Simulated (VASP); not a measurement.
Input of a VASP 6.6.1 run:

Contents of INCAR:

```
PREC = Accurate
ENCUT = 520
EDIFF = 1E-8
ISMEAR = -1
SIGMA = 0.03
LREAL = F
LASPH = T
NELM = 60
ALGO = Normal
ISIF = 2
LWAVE = F
LCHARG = F
GGA = PE
LEFG = T
NBANDS = 16
```

KPOINTS

```
Automatic mesh
0
Gamma
  11 11 11
```

The input POSCAR:

```
InP
1.0
    0.0000000000      2.8454514337      2.8454514337
    2.8454514337      0.0000000000      2.8454514337
    2.8454514337      2.8454514337      0.0000000000
In P
1 1
Direct
    0.0000000000      0.0000000000      0.0000000000
    0.5000000000      0.5000000000      0.5000000000
```

Potentials or basis: VASP PAW PBE potentials, release 64 (In_d, P).

Command:

```sh
$ cat potpaw_PBE.64/In_d/POTCAR potpaw_PBE.64/P/POTCAR > POTCAR
$ mpirun -np 1 vasp_std > vasp.out
```

Problem. Estimate the band gap on the k mesh.

Solution. Zero (band 9 reaches 6.36 eV, above the bottom of band 10 at 4.03 eV).

Problem. Predict the pressure.

Solution. -4.9 GPa.

Caveat: without QUAD_EFG the Cq values of the log hold for a quadrupole moment of 1 mb, not for the nuclei; spin-orbit coupling is left out, which moves the levels of the heavy elements.
